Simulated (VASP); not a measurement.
Input of a VASP 6.6.1 run:

Contents of INCAR:

```
ALGO = Normal
EDIFF = 1E-6
ENCUT = 500
GGA = PE
GGA_COMPAT = False
ISIF = 2
ISMEAR = 0
ISPIN = 2
LASPH = True
LCHARG = False
LMAXMIX = 6
LORBIT = 11
LREAL = False
LWAVE = False
MAGMOM = -0.01 2.82 -0.25 -0.25 -0.25
NBANDS = 33
NELM = 200
PREC = Accurate
SIGMA = 0.1
```

File KPOINTS:

```
k-points
0
Gamma
  4 4 4
```

Contents of POSCAR:

```
SmNbS3
1.0
    4.9484067900      0.0000000000      0.0000000000
    0.0000000000      4.9484067900      0.0000000000
    0.0000000000      0.0000000000      4.9484067900
Sm Nb S
1 1 3
Direct
    0.5000000000      0.5000000000      0.5000000000
    0.0000000000      0.0000000000      0.0000000000
    0.0000000000      0.5000000000      0.5000000000
    0.5000000000      0.0000000000      0.5000000000
    0.5000000000      0.5000000000      0.0000000000
```

Potentials or basis: VASP PAW PBE potentials, release 64 (Sm_3, Nb_sv, S), 4f in core.

The run is started by

```bash
$ cat potpaw_PBE.64/Sm_3/POTCAR potpaw_PBE.64/Nb_sv/POTCAR potpaw_PBE.64/S/POTCAR > POTCAR
$ mpirun -np 1 vasp_std > vasp.out
```

Predict the band gap on the k mesh.

zero (filled and empty bands overlap).

Estimate the net moment.

2.04 μB per cell.

Estimate the pressure.

12.1 GPa.

Caveat: the magnetic or orbital state may not be the lowest; the cell stands under pressure; spin-orbit coupling is left out, which moves the levels of the heavy elements; the 4f electrons are frozen in the core, so they carry no moment and show no levels. With open d or f shells a metallic result of PBE can be an artefact of self-interaction; +U or a hybrid may open a gap.
